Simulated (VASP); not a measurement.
# Si2W in VASP: a series of runs

The runs below take Si2W through single point, with PBE, r2SCAN.

Program: VASP 6.6.1. These are calculated values, not measurements. Logs are shortened: lines on timing, memory, paths and dates and some standing lists are left out, and cuts for length are marked.

## Step 1: The cell of the first run

The cell holds a slab with vacuum, 9 atoms: a = 3.211 Å, b = 3.211 Å, c = 25.383 Å, α = 90.00°, β = 90.00°, γ = 90.00°.

## Step 2: Single point, PBE

INCAR

```
SYSTEM = Si2W
ALGO = Normal ; DIPOL = 0.5 0.5 0.500
EDIFF = 1E-6 ; ENCUT = 520
GGA = PE ; IDIPOL = 3
ISIF = 2 ; ISMEAR = 0
LASPH = .True. ; LCHARG = .False.
LDIPOL = .True. ; LREAL = .False.
LWAVE = .False. ; NBANDS = 43
NELM = 80 ; PREC = Accurate
SIGMA = 0.1
```

KPOINTS

```
k-points
0
Gamma
  11 11 1
  0 0 0
```

POSCAR

```
Si2W
1.0
    3.2112931008      0.0000000000      0.0000000000
    0.0000000000      3.2112931008      0.0000000000
    0.0000000000      0.0000000000     25.3828727967
Si W
6 3
Direct
    0.0000000000      0.0000000000      0.2954748290
    0.0000000000      0.0000000000      0.3970494862
    0.5000000000      0.5000000000      0.4492126714
    0.5000000000      0.5000000000      0.5507873286
    0.0000000000      0.0000000000      0.6029505138
    0.0000000000      0.0000000000      0.7045251710
    0.5000000000      0.5000000000      0.3462621576
    0.0000000000      0.0000000000      0.5000000000
    0.5000000000      0.5000000000      0.6537378424
```

Potentials or basis: VASP PAW PBE potentials, release 64 (Si, W_sv).

Run with:

```sh
cat potpaw_PBE.64/Si/POTCAR potpaw_PBE.64/W_sv/POTCAR > POTCAR
mpirun -np 1 vasp_std > vasp.out
```

OUTCAR:

```text
SYSTEM = Si2W
   EDIFF = 1E-6
   ENCUT = 520
   GGA = PE
   ISIF = 2
   ISMEAR = 0
   LASPH = .True.
   LREAL = .False.
   NELM = 80
   PREC = Accurate

 ion  position               nearest neighbor table
   1  0.000  0.000  0.295-   2 2.58   7 2.61   7 2.61   7 2.61   7 2.61
   2  0.000  0.000  0.397-   1 2.58   7 2.61   7 2.61   7 2.61   7 2.61   8 2.61   3 2.63   3 2.63
                             3 2.63   3 2.63
   3  0.500  0.500  0.449-   4 2.58   8 2.61   8 2.61   8 2.61   8 2.61   7 2.61   2 2.63   2 2.63
                             2 2.63   2 2.63
   4  0.500  0.500  0.551-   3 2.58   8 2.61   8 2.61   8 2.61   8 2.61   9 2.61   5 2.63   5 2.63
                             5 2.63   5 2.63
   5  0.000  0.000  0.603-   6 2.58   9 2.61   9 2.61   9 2.61   9 2.61   8 2.61   4 2.63   4 2.63
                             4 2.63   4 2.63
   6  0.000  0.000  0.705-   5 2.58   9 2.61   9 2.61   9 2.61   9 2.61
   7  0.500  0.500  0.346-   2 2.61   2 2.61   2 2.61   2 2.61   1 2.61   1 2.61   1 2.61   1 2.61
                             3 2.61
   8  0.000  0.000  0.500-   3 2.61   4 2.61   3 2.61   4 2.61   3 2.61   4 2.61   3 2.61   4 2.61
                             2 2.61   5 2.61
   9  0.500  0.500  0.654-   5 2.61   5 2.61   5 2.61   5 2.61   6 2.61   6 2.61   6 2.61   6 2.61
                             4 2.61

  LATTYP: Found a simple tetragonal cell.
 ALAT       =     3.2112931008
 C/A-ratio  =     7.9042528975

  Lattice vectors:

 A1 = (   3.2112931008,   0.0000000000,   0.0000000000)
 A2 = (   0.0000000000,   3.2112931008,   0.0000000000)
 A3 = (   0.0000000000,   0.0000000000,  25.3828727967)

Analysis of symmetry for initial positions (statically):
=====================================================================
 Subroutine PRICEL returns:
 Original cell was already a primitive cell.

 Routine SETGRP: Setting up the symmetry group for a
 simple tetragonal supercell.

 Subroutine GETGRP returns: Found 16 space group operations
 (whereof 16 operations were pure point group operations)
 out of a pool of 16 trial point group operations.

The static configuration has the point symmetry D_4h.

Analysis of symmetry for dynamics (positions and initial velocities):
=====================================================================
 Subroutine PRICEL returns:
 Original cell was already a primitive cell.

 Routine SETGRP: Setting up the symmetry group for a
 simple tetragonal supercell.

[... 128 lines left out ...]
   EFERMI =   0.00;   METHOD = LEGACY
   ISMEAR =     0;   SIGMA  =   0.10  broadening in eV -4-tet -1-fermi 0-gaus
   EFERMI_NEDOS =   21; number of points for ismear=-14 and -15
   IALGO  =     38    algorithm
   IMIX   =      4    mixing-type and parameters
     AMIX     =   0.40;   BMIX     =  1.00
     AMIX_MAG =   1.60;   BMIX_MAG =  1.00
  volume/ion in A,a.u.               =      29.08       196.27
  Fermi-wavevector in a.u.,A,eV,Ry     =   1.034243  1.954436 14.553588  1.069659
  Thomas-Fermi vector in A             =   2.168529
   LORBIT       =      0    0 simple, 1 ext, 2 COOP (PROOUT), +10 PAW based schemes
   GGA     = PE    functional components
   LHFCALC =     F    Hartree Fock is set to
   AEXX    =    0.0000 exact exchange contribution
   IVDW    =     0    specifies the selected vdW correction
   LEPSILON=     F    determine dielectric tensor
   LRPA    =     F    only Hartree local field effects (RPA)
 non-spin polarized calculation
 Gauss-broadening in eV      SIGMA  =   0.10
  energy-cutoff  :      520.00
  volume of cell :      261.76
 maximum number of plane-waves:      7111
 NGX is ok and might be reduce to    24
   NGX = 11   NGY = 11   NGZ = 95

 dipolmoment           0.000000      0.000000     -0.000000 electrons x Angstroem

 number of electron      65.9999993 magnetization

 dipolmoment           0.000000      0.000000      0.000000 electrons x Angstroem

 Free energy of the ion-electron system (eV)
  ---------------------------------------------------
  ext. energy  EPLUGINS =         0.00000000
  ---------------------------------------------------
  free energy    TOTEN  =       -71.17765734 eV

  energy without entropy =      -71.15244659  energy(sigma->0) =      -71.16505197

 E-fermi :   3.0833     XC(G=0):  -6.6432

 val. band max:        3.0786362681   @ k =   0.4545   0.4545   0.0000
 cond. band min:       3.0989750130   @ k =   0.4545   0.0909   0.0000
 fundamental gap:      0.0203387450
 Fermi energy:         3.0832548043

 k-point     1 :       0.0000    0.0000    0.0000
  band No.  band energies     occupation
      1     -70.6399      2.00000
      2     -70.6399      2.00000
      3     -70.5850      2.00000
      4     -34.8982      2.00000
      5     -34.8975      2.00000
      6     -34.8587      2.00000
[... 955 lines left out ...]
     42       6.7115      0.00000
     43       6.9641      0.00000

------------------------ aborting loop because EDIFF is reached ----------------------------------------

 vacuum level on the upper side and lower side of the slab       (xc-potential included)        -0.222        -0.222

  FORCE on cell =-STRESS in cart. coord.  units (eV):
  Direction    XX          YY          ZZ          XY          YZ          ZX
  --------------------------------------------------------------------------------------
  -------------------------------------------------------------------------------------
  Total        0.9514486      0.9514486      0.8004948      0.0000000      0.0000000      0.0000000
  in kB        5.8236499      5.8236499      4.8996880      0.0000000      0.0000000      0.0000000
  external PRESSURE =       5.5156626 kB  Pullay stress =       0.0000000 kB

 VOLUME and BASIS-vectors are now :
 -----------------------------------------------------------------------------
  energy-cutoff  :      520.00
  volume of cell :      261.76
      direct lattice vectors                 reciprocal lattice vectors
     3.211293101  0.000000000  0.000000000     0.311401036  0.000000000  0.000000000
     0.000000000  3.211293101  0.000000000     0.000000000  0.311401036  0.000000000
     0.000000000  0.000000000 25.382872797     0.000000000  0.000000000  0.039396644

 POSITION                                       TOTAL-FORCE (eV/Angst)
 -----------------------------------------------------------------------------------
      0.00000      0.00000      7.50000         0.000000     -0.000000      0.097782
      0.00000      0.00000     10.07826         0.000000     -0.000000     -0.210912
      1.60565      1.60565     11.40231        -0.000000      0.000000     -0.517307
      1.60565      1.60565     13.98056         0.000000     -0.000000      0.517307
      0.00000      0.00000     15.30462        -0.000000     -0.000000      0.210912
      0.00000      0.00000     17.88287        -0.000000     -0.000000     -0.097782
      1.60565      1.60565      8.78913        -0.000000      0.000000      0.073502
      0.00000      0.00000     12.69144        -0.000000     -0.000000     -0.000000
      1.60565      1.60565     16.59374         0.000000     -0.000000     -0.073502
 -----------------------------------------------------------------------------------
    total drift:                                0.000000     -0.000000      0.000000

  FREE ENERGIE OF THE ION-ELECTRON SYSTEM (eV)
  ---------------------------------------------------
  free  energy   TOTEN  =       -71.1776573427 eV

  energy  without entropy=      -71.1524465950  energy(sigma->0) =      -71.16505197

 vacuum level on the upper side and lower side of the slab         7.434         7.434
```

Wall time 6 min (1 thread of Oxide Virtual Turin-like, shared host); peak memory 0.41 GiB.

What came out:

- Free energy: -71.1777 eV
- Largest force: 0.517 eV/Å
- Band gap on the k mesh: zero (band 33 reaches 3.81 eV, above the bottom of band 34 at 3.01 eV)

Forces on the atoms (eV/Å):
```
Si   0.000  0.000  0.098
Si   0.000  0.000 -0.211
Si   0.000  0.000 -0.517
Si   0.000  0.000  0.517
Si   0.000  0.000  0.211
Si   0.000  0.000 -0.098
W    0.000  0.000  0.074
W    0.000  0.000  0.000
W    0.000  0.000 -0.074
```

Levels at points of the mesh, in eV from the Fermi level:
```
           k point  band 29  band 30  band 31  band 32  band 33  band 34  band 35  band 36  band 37  band 38
(0.00, 0.00, 0.00)    -0.52    -0.52     0.57     0.57     0.72     0.81     0.91     0.92     0.95     1.91
```

Caveat: spin-orbit coupling is left out, which moves the levels of the heavy elements.

[end of part 1 of 2]
